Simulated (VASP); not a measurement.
# CoSi2 (Immm) in VASP: further runs, part 2 of 2

VASP 6.6.1. The steps go on from the part before.

**3. Single point, PBEsol (strain +0.0225 x Voigt [0, 0, 0, 1, 0, 0])**

INCAR

```
SYSTEM = CoSi2
PREC     = Accurate       ! precision mode
ENCUT    = 520            ! plane-wave cutoff, eV
EDIFF    = 1E-6           ! SCF threshold, eV
ISMEAR   = 0              ! smearing method
SIGMA    = 0.15           ! smearing width, eV
LREAL    = .FALSE.        ! projectors in reciprocal space
LASPH    = .TRUE.         ! aspherical terms in the spheres
NELM     = 80             ! most SCF steps
ALGO     = Normal         ! electronic algorithm
ISIF     = 2              ! what is computed and relaxed
LWAVE    = .FALSE.        ! write WAVECAR
LCHARG   = .FALSE.        ! write CHGCAR
GGA      = PS             ! functional
NBANDS   = 16             ! bands
```

KPOINTS

```
regular mesh
0
G
  16 16 16
  0 0 0
```

POSCAR

```
CoSi2
1.0
    0.0000000000      2.6861368292      2.6861368292
    2.6562539720      0.0298828572      2.6562539720
    2.6562539720      2.6562539720      0.0298828572
Co Si
1 2
Direct
    0.0000000000      0.0000000000      0.0000000000
    0.2500000000      0.2500000000      0.2500000000
    0.7500000000      0.7500000000      0.7500000000
```

Potentials or basis: VASP PAW PBE potentials, release 64 (Co, Si).

On the command line:

```
cat potpaw_PBE.64/Co/POTCAR potpaw_PBE.64/Si/POTCAR > POTCAR
mpirun -np 1 vasp_std > vasp.out
```

OUTCAR:

```text
SYSTEM = CoSi2
   PREC = Accurate
   ENCUT = 520
   EDIFF = 1E-6
   ISMEAR = 0
   LREAL = .FALSE.
   LASPH = .TRUE.
   NELM = 80
   ISIF = 2
   GGA = PS

 ion  position               nearest neighbor table
   1  0.000  0.000  0.000-   3 2.28   2 2.28   2 2.28   3 2.28   3 2.32   3 2.32   2 2.32   2 2.32

   2  0.250  0.250  0.250-   1 2.28   1 2.28   1 2.32   1 2.32   3 2.66   3 2.66   3 2.66   3 2.66
                             3 2.66   3 2.66
   3  0.750  0.750  0.750-   1 2.28   1 2.28   1 2.32   1 2.32   2 2.66   2 2.66   2 2.66   2 2.66
                             2 2.66   2 2.66

  LATTYP: Found a body centered orthorhombic cell.
 ALAT       =     3.7142496504
 B/A-ratio  =     1.0227560051
 C/A-ratio  =     1.4303044879

  Lattice vectors:

 A1 = (  -2.6562539720,   2.6562539720,   0.0298828572)
 A2 = (  -2.6562539720,  -2.6562539720,  -0.0298828572)
 A3 = (   2.6562539720,   0.0298828572,   2.6562539720)

Analysis of symmetry for initial positions (statically):
=====================================================================
 Subroutine PRICEL returns:
 Original cell was already a primitive cell.

 Routine SETGRP: Setting up the symmetry group for a
 body centered orthorhombic supercell.

 Subroutine GETGRP returns: Found  8 space group operations
 (whereof  8 operations were pure point group operations)
 out of a pool of  8 trial point group operations.

The static configuration has the point symmetry D_2h.

Analysis of symmetry for dynamics (positions and initial velocities):
=====================================================================
 Subroutine PRICEL returns:
 Original cell was already a primitive cell.

 Routine SETGRP: Setting up the symmetry group for a
 body centered orthorhombic supercell.

 Subroutine GETGRP returns: Found  8 space group operations
 (whereof  8 operations were pure point group operations)
 out of a pool of  8 trial point group operations.

The dynamic configuration has the point symmetry D_2h.
[... 120 lines left out ...]
     AMIX     =   0.40;   BMIX     =  1.00
     AMIX_MAG =   1.60;   BMIX_MAG =  1.00
  volume/ion in A,a.u.               =      12.49        84.31
  Fermi-wavevector in a.u.,A,eV,Ry     =   1.257853  2.376997 21.527056  1.582194
  Thomas-Fermi vector in A             =   2.391491
   LORBIT       =      0    0 simple, 1 ext, 2 COOP (PROOUT), +10 PAW based schemes
   GGA     = PS    functional components
   LHFCALC =     F    Hartree Fock is set to
   AEXX    =    0.0000 exact exchange contribution
   IVDW    =     0    specifies the selected vdW correction
   LEPSILON=     F    determine dielectric tensor
   LRPA    =     F    only Hartree local field effects (RPA)
 non-spin polarized calculation
 Gauss-broadening in eV      SIGMA  =   0.15
  energy-cutoff  :      520.00
  volume of cell :       37.48
 maximum number of plane-waves:      1026
   NGX = 15   NGY = 13   NGZ = 13

 number of electron      17.0000003 magnetization

 Free energy of the ion-electron system (eV)
  ---------------------------------------------------
  ext. energy  EPLUGINS =         0.00000000
  ---------------------------------------------------
  free energy    TOTEN  =       -20.97782361 eV

  energy without entropy =      -20.96651828  energy(sigma->0) =      -20.97217095

 E-fermi :  10.3193     XC(G=0): -11.9685

 val. band max:       10.3178124081   @ k =  -0.0625   0.3125   0.1875
 cond. band min:      10.3220552726   @ k =  -0.1250   0.3750   0.0625
 fundamental gap:      0.0042428646
 Fermi energy:        10.3193434007

 k-point     1 :       0.0000    0.0000    0.0000
  band No.  band energies     occupation
      1      -2.9797      2.00000
      2       6.0951      2.00000
      3       6.1359      2.00000
      4       6.1809      2.00000
      5       8.3432      2.00000
      6       8.3451      2.00000
[... 433 lines left out ...]
      3       6.1729      2.00000
      4       6.3236      2.00000
      5       8.1498      2.00000
      6       8.3371      2.00000
[... 8 lines left out ...]
     15      16.3428      0.00000
     16      16.8634      0.00000

 [... further k-points ...]

------------------------ aborting loop because EDIFF is reached ----------------------------------------

  FORCE on cell =-STRESS in cart. coord.  units (eV):
  Direction    XX          YY          ZZ          XY          YZ          ZX
  --------------------------------------------------------------------------------------
  -------------------------------------------------------------------------------------
  Total        0.0368008      0.0254406      0.0254406      0.0000000     -0.8378336      0.0000000
  in kB        1.5732019      1.0875606      1.0875606      0.0000000    -35.8166140      0.0000000
  external PRESSURE =       1.2494410 kB  Pullay stress =       0.0000000 kB

 VOLUME and BASIS-vectors are now :
 -----------------------------------------------------------------------------
  energy-cutoff  :      520.00
  volume of cell :       37.48
      direct lattice vectors                 reciprocal lattice vectors
     0.000000000  2.686136829  2.686136829    -0.188235013  0.186140927  0.186140927
     2.656253972  0.029882857  2.656253972     0.188235013 -0.190376751  0.190376751
     2.656253972  2.656253972  0.029882857     0.188235013  0.190376751 -0.190376751

 POSITION                                       TOTAL-FORCE (eV/Angst)
 -----------------------------------------------------------------------------------
      0.00000      0.00000      0.00000        -0.000000      0.000000      0.000000
      1.32813      1.34307      1.34307        -0.214012      0.000000      0.000000
      3.98438      4.02921      4.02921         0.214012     -0.000000     -0.000000
 -----------------------------------------------------------------------------------
    total drift:                               -0.000000     -0.000000      0.000000

  FREE ENERGIE OF THE ION-ELECTRON SYSTEM (eV)
  ---------------------------------------------------
  free  energy   TOTEN  =       -20.9778236113 eV

  energy  without entropy=      -20.9665182845  energy(sigma->0) =      -20.97217095
```

OSZICAR:

```text
N       E                     dE             d eps       ncg     rms          rms(c)
DAV:   1     0.592260419570E+02    0.59226E+02   -0.68157E+03 19968   0.102E+03
DAV:   2    -0.193837944619E+02   -0.78610E+02   -0.70014E+02 21872   0.203E+02
DAV:   3    -0.225556793630E+02   -0.31719E+01   -0.31125E+01 26240   0.453E+01
DAV:   4    -0.226098375791E+02   -0.54158E-01   -0.54129E-01 23344   0.564E+00
DAV:   5    -0.226115303400E+02   -0.16928E-02   -0.16927E-02 26576   0.104E+00    0.154E+01
DAV:   6    -0.262496682648E+02   -0.36381E+01   -0.26396E+01 21032   0.107E+02    0.178E+01
DAV:   7    -0.210274068821E+02    0.52223E+01   -0.11720E+01 25040   0.834E+01    0.341E+00
DAV:   8    -0.210153886732E+02    0.12018E-01   -0.77995E-01 24192   0.570E+00    0.193E+00
DAV:   9    -0.209783594255E+02    0.37029E-01   -0.90222E-02 23688   0.558E+00    0.496E-01
DAV:  10    -0.209780309217E+02    0.32850E-03   -0.68808E-03 28056   0.133E+00    0.142E-01
DAV:  11    -0.209778116731E+02    0.21925E-03   -0.85853E-04 27224   0.534E-01    0.398E-02
DAV:  12    -0.209778259977E+02   -0.14325E-04   -0.55184E-05 23936   0.537E-02    0.157E-02
DAV:  13    -0.209778234977E+02    0.25000E-05   -0.48645E-06 26544   0.366E-02    0.651E-03
DAV:  14    -0.209778236113E+02   -0.11357E-06   -0.62950E-07 12952   0.943E-03
   1 F= -.20977824E+02 E0= -.20972171E+02  d E =-.113053E-01
```

stdout:

```text
POSCAR found type information on POSCAR CoSi
 POSCAR found :  2 types and       3 ions
 scaLAPACK will be used
 -----------------------------------------------------------------------------
|                                                                             |
|                                                                             |
|     You enforced a specific xc type in the INCAR file but a different       |
|     I HOPE YOU KNOW WHAT YOU ARE DOING!                                     |
|                                                                             |
 -----------------------------------------------------------------------------

 LDA part: xc-table for (Slater+PW92), standard interpolation
 POSCAR, INCAR and KPOINTS ok, starting setup
 FFT: planning ... GRIDC
 FFT: planning ... GRID_SOFT
 FFT: planning ... GRID
 WAVECAR not read
 entering main loop
```

Wall time 3.3 min (1 thread of Intel Xeon Platinum 8488C (Sapphire Rapids), shared host); peak memory 0.45 GiB.

What came out:

* Free energy: -20.9778 eV
* Pressure: 0.1 GPa
* Largest force: 0.214 eV/Å
* Band gap on the k mesh: zero (an odd number of electrons rules out a gap without spin polarisation)

Forces on the atoms (eV/Å):
```
Co   0.000  0.000  0.000
Si  -0.214  0.000  0.000
Si   0.214  0.000  0.000
```

Levels at points of the mesh, in eV from the Fermi level:
| k point | band 5 | band 6 | band 7 | band 8 | band 9 | band 10 | band 11 | band 12 | band 13 | band 14 |
| --- | --- | --- | --- | --- | --- | --- | --- | --- | --- | --- |
| (0.00, 0.00, 0.00) | -1.98 | -1.97 | 1.02 | 3.28 | 3.43 | 3.47 | 3.53 | 3.61 | 3.65 | 5.74 |
| (0.50, 0.00, 0.00) | -2.18 | -1.70 | -1.69 | -0.43 | -0.34 | 2.85 | 3.56 | 3.57 | 4.64 | 10.17 |
| (0.00, 0.50, 0.00) | -2.30 | -1.69 | -1.68 | -0.58 | -0.50 | 2.65 | 3.44 | 3.45 | 4.54 | 10.36 |
| (0.50, 0.50, 0.00) | -3.71 | -2.03 | -2.03 | -1.99 | -1.37 | 1.69 | 2.90 | 8.61 | 9.84 | 9.86 |
| (0.00, 0.50, 0.50) | -3.52 | -2.08 | -1.99 | -1.97 | -1.37 | 1.68 | 2.92 | 8.63 | 9.85 | 9.87 |

Caveat: the cell differs from its parent crystal (strain +0.0225 x Voigt [0, 0, 0, 1, 0, 0]); the PAW data sets were made with another functional, which shifts forces and pressure a little; the run has no spin polarisation, though such a crystal can be magnetic. Spin polarisation is off, so any magnetic state and its effect on volume and gap are missing.

**4. Single point, PBEsol (strain +0.0075 x Voigt [0, 0, 0, 1, 0, 0])**

INCAR

```
  ALGO = Normal
  EDIFF = 1E-7
  ENCUT = 520
  GGA = PS
  ISIF = 2
  ISMEAR = 0
  LASPH = T
  LCHARG = F
  LREAL = F
  LWAVE = F
  NBANDS = 16
  NELM = 60
  PREC = Accurate
  SIGMA = 0.15
```

KPOINTS

```
k-points
0
Gamma
  16 16 16
```

POSCAR

```
CoSi2
1.0
    0.0000000000      2.6662149244      2.6662149244
    2.6562539720      0.0099609524      2.6562539720
    2.6562539720      2.6562539720      0.0099609524
Co Si
1 2
Direct
    0.0000000000      0.0000000000      0.0000000000
    0.2500000000      0.2500000000      0.2500000000
    0.7500000000      0.7500000000      0.7500000000
```

On the command line:

```
cat potpaw_PBE.64/Co/POTCAR potpaw_PBE.64/Si/POTCAR > POTCAR
mpirun -np 1 vasp_std > vasp.out
```

Run time: 3.6 min. Hardware: 1 thread of Intel Xeon Platinum 8488C (Sapphire Rapids), shared host; peak memory 0.45 GiB.

Results (log left out):

```yaml
Free_energy: -20.9862 eV
Pressure: 0.1 GPa
Largest_force: 0.071 eV/Å
Band_gap_on_the_k_mesh: zero (an odd number of electrons rules out a gap without spin polarisation)
```

Forces on the atoms (eV/Å):
```
Co   0.000  0.000  0.000
Si  -0.071  0.000  0.000
Si   0.071  0.000  0.000
```

Stress tensor (GPa, compression positive):
```
 0.09  0.00  0.00
 0.00  0.09 -1.20
 0.00 -1.20  0.09
```

Levels at points of the mesh, in eV from the Fermi level:
```tsv
k point	band 7	band 8	band 9	band 10	band 11	band 12
(0.00, 0.00, 0.00)	1.04	3.39	3.45	3.50	3.50	3.54
(0.50, 0.00, 0.00)	-1.69	-0.45	-0.42	2.78	3.53	3.53
(0.00, 0.50, 0.00)	-1.68	-0.50	-0.47	2.71	3.49	3.49
(0.50, 0.50, 0.00)	-2.03	-1.99	-1.37	1.70	2.90	8.63
(0.00, 0.50, 0.50)	-2.01	-1.99	-1.37	1.69	2.90	8.63
```

Caveat: the cell differs from its parent crystal (strain +0.0075 x Voigt [0, 0, 0, 1, 0, 0]); the PAW data sets were made with another functional, which shifts forces and pressure a little; the run has no spin polarisation, though such a crystal can be magnetic.

**5. Overview**

| cell | gap on the mesh (eV) | pressure (GPa) | largest force (eV/Å) |
| --- | --- | --- | --- |
| a = 3.827, b = 3.757, c = 3.757 Å, angles 58.8, 59.4, 59.4°, 3 atoms | none | 0.3 | 0.36 |
| a = 3.799, b = 3.757, c = 3.757 Å, angles 59.3, 59.6, 59.6°, 3 atoms | none | 0.1 | 0.21 |
| a = 3.771, b = 3.757, c = 3.757 Å, angles 59.8, 59.9, 59.9°, 3 atoms | none | 0.1 | 0.07 |

Alike in all rows: task single point; level PBEsol; potentials or basis VASP PAW PBE potentials, release 64 (Co, Si); no spin polarisation; k mesh 16 × 16 × 16; cutoff (eV) 520; smearing gaussian 0.15 eV.

Caveats: the PAW data sets were made with another functional, which shifts forces and pressure a little; the run has no spin polarisation, though such a crystal can be magnetic.

Total energies depend on the potentials used, so only differences within one code and one set of settings carry meaning.
